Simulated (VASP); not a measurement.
# Te7Mo4 (a cell with a defect) in VASP: a series of runs

The runs below take Te7Mo4 (a cell with a defect) through single point, with PBE+D3(BJ).

Everything below comes from runs of VASP 6.6.1. Logs are shortened: lines on timing, memory, paths and dates and some standing lists are left out, and cuts for length are marked.

**1. The cell of the first run**

The cell holds a defect, 11 atoms: a = 6.990 Å, b = 6.990 Å, c = 7.624 Å, α = 90.00°, β = 90.00°, γ = 120.00°.

**2. Single point, PBE+D3(BJ) (atom 1 moved 0.000 of the way to it and +0.000 Å across, host rigid)**

Contents of INCAR:

```
PREC = Accurate
ENCUT = 520
EDIFF = 1E-6
ISMEAR = 0
SIGMA = 0.05
LREAL = F
LASPH = T
NELM = 80
ALGO = Normal
ISIF = 2
LWAVE = F
LCHARG = T
GGA = PE
IVDW = 12
LELF = T
LVHAR = T
NBANDS = 60
NELECT = 96.0
```

Contents of KPOINTS:

```
Automatic mesh
0
Gamma
  6 6 4
```

Contents of POSCAR:

```
Te7Mo4
1.0
    3.4951625106     -6.0537990491      0.0000000000
   -6.9903250212      0.0000000000      0.0000000000
    0.0000000000      0.0000000000     -7.6242894603
Te Mo
7 4
Direct
    0.6666666667      0.3333333333      0.2385782919
    0.1666666667      0.8333333333      0.2385782919
    0.6666666667      0.8333333333      0.2385782919
    0.1666666667      0.3333333333      0.7614217081
    0.6666666667      0.3333333333      0.7614217081
    0.1666666667      0.8333333333      0.7614217081
    0.6666666667      0.8333333333      0.7614217081
    0.0000000000      0.5000000000      0.0000000000
    0.5000000000      0.5000000000      0.0000000000
    0.0000000000      1.0000000000      0.0000000000
    0.5000000000      1.0000000000      0.0000000000
```

Potentials or basis: VASP PAW PBE potentials, release 64 (Te, Mo_sv).

Started as:

```bash
$ cat potpaw_PBE.64/Te/POTCAR potpaw_PBE.64/Mo_sv/POTCAR > POTCAR
$ mpirun -np 1 vasp_std > vasp.out
```

OUTCAR:

```text
PREC = Accurate
   ENCUT = 520
   EDIFF = 1E-6
   ISMEAR = 0
   LREAL = F
   LASPH = T
   NELM = 80
   ISIF = 2
   GGA = PE
   IVDW = 12
   NELECT = 96.0
 IVDW          = 12

 ion  position               nearest neighbor table
   1  0.667  0.333  0.239-  11 2.72   8 2.72   9 2.72   3 3.50   3 3.50   2 3.50   2 3.50   5 3.64

   2  0.167  0.833  0.239-   8 2.72  11 2.72  10 2.72   3 3.50   1 3.50   3 3.50   1 3.50   6 3.64

   3  0.667  0.833  0.239-   9 2.72  10 2.72  11 2.72   1 3.50   1 3.50   2 3.50   2 3.50   7 3.64

   4  0.167  0.333  0.761-  10 2.72   9 2.72   8 2.72   6 3.50   6 3.50   5 3.50   7 3.50   5 3.50
                             7 3.50
   5  0.667  0.333  0.761-  11 2.72   8 2.72   9 2.72   7 3.50   7 3.50   6 3.50   4 3.50   4 3.50
                             6 3.50   1 3.64
   6  0.167  0.833  0.761-   8 2.72  11 2.72  10 2.72   4 3.50   4 3.50   5 3.50   7 3.50   7 3.50
                             5 3.50   2 3.64
   7  0.667  0.833  0.761-   9 2.72  10 2.72  11 2.72   5 3.50   5 3.50   4 3.50   6 3.50   6 3.50
                             4 3.50   3 3.64
   8  0.000  0.500  0.000-   2 2.72   6 2.72   5 2.72   1 2.72   4 2.72
   9  0.500  0.500  0.000-   3 2.72   7 2.72   4 2.72   5 2.72   1 2.72
  10  0.000  0.000  0.000-   4 2.72   3 2.72   7 2.72   6 2.72   2 2.72
  11  0.500  0.000  0.000-   1 2.72   5 2.72   2 2.72   6 2.72   3 2.72   7 2.72

  LATTYP: Found a hexagonal cell.
 ALAT       =     6.9903250212
 C/A-ratio  =     1.0906916970

  Lattice vectors:

 A1 = (   3.4951625106,  -6.0537990491,   0.0000000000)
 A2 = (  -6.9903250212,   0.0000000000,   0.0000000000)
 A3 = (   0.0000000000,   0.0000000000,  -7.6242894603)

Analysis of symmetry for initial positions (statically):
=====================================================================
 Subroutine PRICEL returns:
 Original cell was already a primitive cell.

 Routine SETGRP: Setting up the symmetry group for a
 hexagonal supercell.

 Subroutine GETGRP returns: Found  6 space group operations
 (whereof  2 operations were pure point group operations)
 out of a pool of 24 trial point group operations.

The static configuration has the point symmetry C_1h.
 The point group associated with its full space group is C_3v.

Analysis of symmetry for dynamics (positions and initial velocities):
=====================================================================
 Subroutine PRICEL returns:
 Original cell was already a primitive cell.

 Routine SETGRP: Setting up the symmetry group for a
 hexagonal supercell.

 Subroutine GETGRP returns: Found  6 space group operations
 (whereof  2 operations were pure point group operations)
 out of a pool of 24 trial point group operations.

The dynamic configuration has the point symmetry C_1h.
 The point group associated with its full space group is C_3v.

 Subroutine INISYM returns: Found  6 space group operations
 (whereof  2 operations are pure point group operations),
 and found     1 'primitive' translations

----------------------------------------------------------------------------------------

                                     Primitive cell

  volume of cell :     322.6449

  direct lattice vectors                    reciprocal lattice vectors
     3.495162511 -6.053799049  0.000000000     0.000000000 -0.165185529  0.000000000
    -6.990325021  0.000000000  0.000000000    -0.143054865 -0.082592765  0.000000000
     0.000000000  0.000000000 -7.624289460     0.000000000  0.000000000 -0.131159763

  length of vectors
     6.990325021  6.990325021  7.624289460     0.165185529  0.165185529  0.131159763

  position of ions in fractional coordinates (direct lattice)
     0.666666667  0.333333333  0.238578292
     0.166666667  0.833333333  0.238578292
     0.666666667  0.833333333  0.238578292
     0.166666667  0.333333333  0.761421708
     0.666666667  0.333333333  0.761421708
     0.166666667  0.833333333  0.761421708
     0.666666667  0.833333333  0.761421708
     0.000000000  0.500000000  0.000000000
     0.500000000  0.500000000  0.000000000
     0.000000000  0.000000000  0.000000000
     0.500000000  0.000000000  0.000000000

  ion indices of the primitive-cell ions
   primitive index   ion index
                 1           1
                 2           2
                 3           3
                 4           4
                 5           5
                 6           6
                 7           7
                 8           8
                 9           9
                10          10
                11          11

----------------------------------------------------------------------------------------

 KPOINTS: Automatic mesh

Automatic generation of k-mesh.
 Grid dimensions read from file:
 generate k-points for:    6    6    4

 Generating k-lattice:

  Cartesian coordinates                     Fractional coordinates (reciprocal lattice)
     0.000000000 -0.027530922  0.000000000     0.166666667  0.000000000  0.000000000
    -0.023842477 -0.013765461  0.000000000     0.000000000  0.166666667  0.000000000
     0.000000000  0.000000000 -0.032789941     0.000000000  0.000000000  0.250000000

  Length of vectors
     0.027530922  0.027530922  0.032789941

  Shift w.r.t. Gamma in fractional coordinates (k-lattice)
     0.000000000  0.000000000  0.000000000

 Subroutine IBZKPT returns following result:
 ===========================================

 Found     24 irreducible k-points:

 Following reciprocal coordinates:
            Coordinates               Weight
  0.000000  0.000000  0.000000      1.000000
  0.166667  0.000000  0.000000      6.000000
  0.333333  0.000000  0.000000      6.000000
  0.500000  0.000000  0.000000      3.000000
  0.166667  0.166667  0.000000      6.000000
  0.333333  0.166667  0.000000     12.000000
[... 16 lines left out ...]
  0.333333  0.166667  0.500000     12.000000
  0.333333  0.333333  0.500000      2.000000
   k-points           NKPTS =     24   k-points in BZ     NKDIM =     24   number of bands    NBANDS=     60
   number of dos      NEDOS =    301   number of ions     NIONS =     11
   total plane-waves  NPLWV = 174960
   dimension x,y,z NGX =    54 NGY =   54 NGZ =   60
   dimension x,y,z NGXF=   108 NGYF=  108 NGZF=  120
   ions per type =               7   4
   NGX,Y,Z   is equivalent  to a cutoff of  12.84, 12.84, 13.08 a.u.
   NGXF,Y,Z  is equivalent  to a cutoff of  25.68, 25.68, 26.17 a.u.
 SYSTEM =  unknown system
   PREC   = accura    normal or accurate (medium, high low for compatibility)
   ISTART =      0    job   : 0-new  1-cont  2-samecut
   ICHARG =      2    charge: 1-file 2-atom 10-const
   ISPIN  =      1    spin polarized calculation?
   LNONCOLLINEAR =      F non collinear calculations
   LSORBIT =      F    spin-orbit coupling
   LASPH  =      T    aspherical Exc in radial PAW
   ENCUT  =  520.0 eV  38.22 Ry    6.18 a.u.  13.00 13.00 14.18*2*pi/ulx,y,z
   NELM   =     80;   NELMIN=  2; NELMDL= -5     # of ELM steps
   EDIFF  = 0.1E-05   stopping-criterion for ELM
   LREAL  =      F    real-space projection
   EDIFFG = 0.1E-04   stopping-criterion for IOM
   NSW    =      0    number of steps for IOM
   IBRION =     -1    ionic relax: 0-MD 1-quasi-New 2-CG
   NFREE  =      0    steps in history (QN), initial steepest desc. (CG)
   ISIF   =      2    stress and relaxation
   ISYM   =      2    0-nonsym 1-usesym 2-fastsym
   POTIM  = 0.5000    time-step for ionic-motion
   TEBEG  =    0.0;   TEEND  =   0.0 temperature during run
   PSTRESS=    0.0 pullay stress
   NELECT =      96.0000    total number of electrons
   NUPDOWN=      -1.0000    fix difference up-down
   EMIN   =  10.00;   EMAX   =-10.00  energy-range for DOS
   EFERMI =   0.00;   METHOD = LEGACY
   ISMEAR =     0;   SIGMA  =   0.05  broadening in eV -4-tet -1-fermi 0-gaus
   EFERMI_NEDOS =   21; number of points for ismear=-14 and -15
   IALGO  =     38    algorithm
   IMIX   =      4    mixing-type and parameters
     AMIX     =   0.40;   BMIX     =  1.00
     AMIX_MAG =   1.60;   BMIX_MAG =  1.00
  volume/ion in A,a.u.               =      29.33       197.94
  Fermi-wavevector in a.u.,A,eV,Ry     =   1.092925  2.065329 16.251953  1.194485
  Thomas-Fermi vector in A             =   2.229200
   LORBIT       =      0    0 simple, 1 ext, 2 COOP (PROOUT), +10 PAW based schemes
   GGA     = PE    functional components
   LHFCALC =     F    Hartree Fock is set to
   AEXX    =    0.0000 exact exchange contribution
   IVDW    =    12    specifies the selected vdW correction
   LEPSILON=     F    determine dielectric tensor
   LRPA    =     F    only Hartree local field effects (RPA)
 non-spin polarized calculation
 Gauss-broadening in eV      SIGMA  =   0.05
  energy-cutoff  :      520.00
  volume of cell :      322.64
 maximum number of plane-waves:      8715
 NGX is ok and might be reduce to    54
   NGX = 25   NGY = 25   NGZ = 29

 number of electron      96.0000001 magnetization

 Free energy of the ion-electron system (eV)
  ---------------------------------------------------
  ext. energy  EPLUGINS =         0.00000000
  ---------------------------------------------------
  free energy    TOTEN  =       -78.35014012 eV

  energy without entropy =      -78.33997029  energy(sigma->0) =      -78.34505520

 E-fermi :   5.8121     XC(G=0):  -9.2548

 val. band max:        5.8051447766   @ k =   0.1667   0.0000   0.2500
 cond. band min:       5.8429739857   @ k =   0.0000   0.0000   0.0000
 fundamental gap:      0.0378292092
 Fermi energy:         5.8120814756

 k-point     1 :       0.0000    0.0000    0.0000
  band No.  band energies     occupation
      1     -54.9477      2.00000
      2     -54.9399      2.00000
      3     -54.9399      2.00000
      4     -54.8708      2.00000
      5     -29.1513      2.00000
      6     -29.1513      2.00000
[... 1501 lines left out ...]
     59       8.0217      0.00000
     60       8.3931      0.00000

------------------------ aborting loop because EDIFF is reached ----------------------------------------

 Edisp (eV)   -4.96918

 E8    (eV) :    -2.2934

  FORCE on cell =-STRESS in cart. coord.  units (eV):
  Direction    XX          YY          ZZ          XY          YZ          ZX
  --------------------------------------------------------------------------------------
  -------------------------------------------------------------------------------------
  Total     -29.14157   -29.14157   -22.23057     0.00000     0.00000     0.00000
  in kB    -144.71010  -144.71010  -110.39168     0.00000     0.00000     0.00000
  external pressure =     -133.27 kB  Pullay stress =        0.00 kB

 VOLUME and BASIS-vectors are now :
 -----------------------------------------------------------------------------
  energy-cutoff  :      520.00
  volume of cell :      322.64
      direct lattice vectors                 reciprocal lattice vectors
     3.495162511 -6.053799049  0.000000000     0.000000000 -0.165185529  0.000000000
    -6.990325021  0.000000000  0.000000000    -0.143054865 -0.082592765  0.000000000
     0.000000000  0.000000000 -7.624289460     0.000000000  0.000000000 -0.131159763

 POSITION                                       TOTAL-FORCE (eV/Angst)
 -----------------------------------------------------------------------------------
      0.00000     -4.03587     -1.81899        -0.130112     -0.075120     -0.252753
     -5.24274     -1.00897     -1.81899        -0.000000      0.150241     -0.252753
     -3.49516     -4.03587     -1.81899         0.130112     -0.075120     -0.252753
     -1.74758     -1.00897     -5.80530        -0.000000      0.000000      0.085518
      0.00000     -4.03587     -5.80530        -0.315136     -0.181944      0.219736
     -5.24274     -1.00897     -5.80530        -0.000000      0.363887      0.219736
     -3.49516     -4.03587     -5.80530         0.315136     -0.181944      0.219736
     -3.49516      0.00000      0.00000         0.574765     -0.331841     -0.024104
     -1.74758     -3.02690      0.00000        -0.000000      0.663681     -0.024104
      0.00000      0.00000      0.00000        -0.574765     -0.331841     -0.024104
      1.74758     -3.02690      0.00000        -0.000000      0.000000      0.085844
 -----------------------------------------------------------------------------------
    total drift:                               -0.000000      0.000000     -0.000094

  FREE ENERGIE OF THE ION-ELECTRON SYSTEM (eV)
  ---------------------------------------------------
  free  energy   TOTEN  =       -83.3193159804 eV

  energy  without entropy=      -83.3091461571  energy(sigma->0) =      -83.31423107
```

Run time: 16 min. Hardware: 1 thread of AMD EPYC 7R13 (Zen 3), shared host; peak memory 0.62 GiB.

What came out:

| Item | Value |
| --- | --- |
| Free energy | -83.3193 eV |
| Largest force | 0.664 eV/Å |
| Dispersion energy per atom | -0.452 eV |

Forces in eV/Å, atoms in the order of the input:
```
Te  -0.130 -0.075 -0.253
Te   0.000  0.150 -0.253
Te   0.130 -0.075 -0.253
Te   0.000  0.000  0.086
Te  -0.315 -0.182  0.220
Te   0.000  0.364  0.220
Te   0.315 -0.182  0.220
Mo   0.575 -0.332 -0.024
Mo   0.000  0.664 -0.024
Mo  -0.575 -0.332 -0.024
Mo   0.000  0.000  0.086
```

Caveat: the cell carries a net charge on a neutralising background, which shifts energy and pressure; the cell differs from its parent crystal (atom 1 moved 0.000 of the way to it and +0.000 Å across, host rigid); the cell is charged against a uniform background, so pressure and absolute levels hang on convention; spin-orbit coupling is left out, which moves the levels of the heavy elements.

**3. Single point, PBE+D3(BJ) (atom 2 moved 0.000 of the way to it and +0.000 Å across, host rigid)**

Contents of INCAR:

```
SYSTEM = Te7Mo4
  ALGO = Normal
  EDIFF = 1E-6
  ENCUT = 520
  GGA = PE
  ISIF = 2
  ISMEAR = 0
  IVDW = 12
  LASPH = .TRUE.
  LCHARG = .FALSE.
  LREAL = .FALSE.
  LWAVE = .FALSE.
  NBANDS = 60
  NELECT = 96.0
  NELM = 80
  PREC = Accurate
  SIGMA = 0.05
```

Contents of KPOINTS:

```
k-points
0
G
  6 6 4
  0 0 0
```

Contents of POSCAR:

```
Te7Mo4
1.0
    3.4951629043     -6.0537997311      0.0000000000
   -6.9903258087      0.0000000001      0.0000000000
    0.0000000000      0.0000000000     -7.6242827834
Te Mo
7 4
Direct
    0.6666666667      0.3333333333      0.2385784724
    0.1666666667      0.8333333333      0.2385784724
    0.6666666667      0.8333333333      0.2385784724
    0.1666666667      0.3333333333      0.7614215276
    0.6666666667      0.3333333333      0.7614215276
    0.1666666667      0.8333333333      0.7614215276
    0.6666666667      0.8333333333      0.7614215276
    0.0000000000      0.0000000000      1.0000000000
    0.5000000000      0.0000000000      1.0000000000
    0.0000000000      0.5000000000      1.0000000000
    0.5000000000      0.5000000000      1.0000000000
```

Potentials or basis: VASP PAW PBE potentials, release 64 (Te, Mo_sv).

Started as:

```bash
$ cat potpaw_PBE.64/Te/POTCAR potpaw_PBE.64/Mo_sv/POTCAR > POTCAR
$ mpirun -np 1 vasp_std > vasp.out
```

Run time: 16 min. Hardware: 1 thread of Oxide Virtual Turin-like, shared host; peak memory 0.62 GiB.

It converged, with:

```
Free energy                : -83.3193 eV
Largest force              : 0.664 eV/Å
Dispersion energy per atom : -0.452 eV
```

Forces on the atoms (eV/Å):
```
Te  -0.130 -0.075 -0.253
Te   0.000  0.150 -0.253
Te   0.130 -0.075 -0.253
Te   0.000  0.000  0.086
Te  -0.315 -0.182  0.220
Te   0.000  0.364  0.220
Te   0.315 -0.182  0.220
Mo  -0.575 -0.332 -0.024
Mo   0.000  0.000  0.086
Mo   0.575 -0.332 -0.024
Mo   0.000  0.664 -0.024
```

Levels at points of the mesh, in eV from the Fermi level:
```
           k point  band 46  band 47  band 48  band 49  band 50  band 51
(0.00, 0.00, 0.00)    -0.51    -0.51     0.03     0.48     1.15     1.15
(0.50, 0.00, 0.00)    -0.54    -0.51    -0.20    -0.01     0.51     0.94
(0.00, 0.00, 0.50)    -0.29    -0.05     0.11     0.21     1.15     1.15
(0.50, 0.00, 0.50)    -0.59    -0.39    -0.15    -0.06     0.53     1.11
```

Caveat: the cell carries a net charge on a neutralising background, which shifts energy and pressure; the cell differs from its parent crystal (atom 2 moved 0.000 of the way to it and +0.000 Å across, host rigid); the cell is charged against a uniform background, so pressure and absolute levels hang on convention; spin-orbit coupling is left out, which moves the levels of the heavy elements.
